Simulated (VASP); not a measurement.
## PbS: single point with r2SCAN

PbS:

```
CELL_PARAMETERS angstrom
4.12345 0.00000 0.00000
-2.06173 3.57101 0.00000
0.00000 0.00000 7.33373
ATOMIC_POSITIONS crystal
Pb 0.00000 0.00000 0.00000
Pb 0.00000 0.00000 0.50000
S 0.33333 0.66667 0.25000
S 0.66667 0.33333 0.75000
```

```
Program                : VASP 6.6.1
Task                   : single point
Functional             : r2SCAN
Potentials or basis    : VASP PAW PBE potentials, release 64 (Pb_d, S)
Cutoff                 : 520 eV
k mesh                 : 6 × 6 × 4
Occupations            : fermi-dirac, width 0.02 eV
Spin                   : no spin polarisation
Dipole correction      : no
Further INCAR settings : ALGO = Normal; EDIFF = 1e-07; NBANDS = 28
```

The pressure is 0.0 GPa and the band gap on the k mesh is 0.25 eV, indirect (the least direct gap lies 3.4 meV higher).

Levels at points of the mesh, in eV from the valence-band top:
| k point | band 17 | band 18 | band 19 | band 20 | band 21 | band 22 | band 23 | band 24 |
| --- | --- | --- | --- | --- | --- | --- | --- | --- |
| (0.00, 0.00, 0.00) | -2.43 | -2.00 | -2.00 | 0.00 | 0.25 | 3.22 | 3.22 | 3.62 |
| (0.50, 0.00, 0.00) | -3.57 | -2.15 | -2.03 | -1.23 | 0.25 | 1.85 | 2.55 | 3.76 |
| (0.00, 0.00, 0.50) | -2.21 | -2.21 | -1.83 | -1.83 | 2.63 | 2.63 | 3.28 | 3.28 |
| (0.50, 0.00, 0.50) | -3.10 | -3.10 | -2.99 | -2.99 | 2.65 | 2.65 | 2.82 | 2.82 |

Wall time 5.1 min on 1 thread of AMD EPYC 7R13 Processor (Zen 3), with other jobs on the host, peak memory 0.23 GiB.

Caveat: the PAW data sets were made with another functional, which shifts forces and pressure a little; spin-orbit coupling is left out, which moves the levels of the heavy elements. A k mesh can miss the band edges.
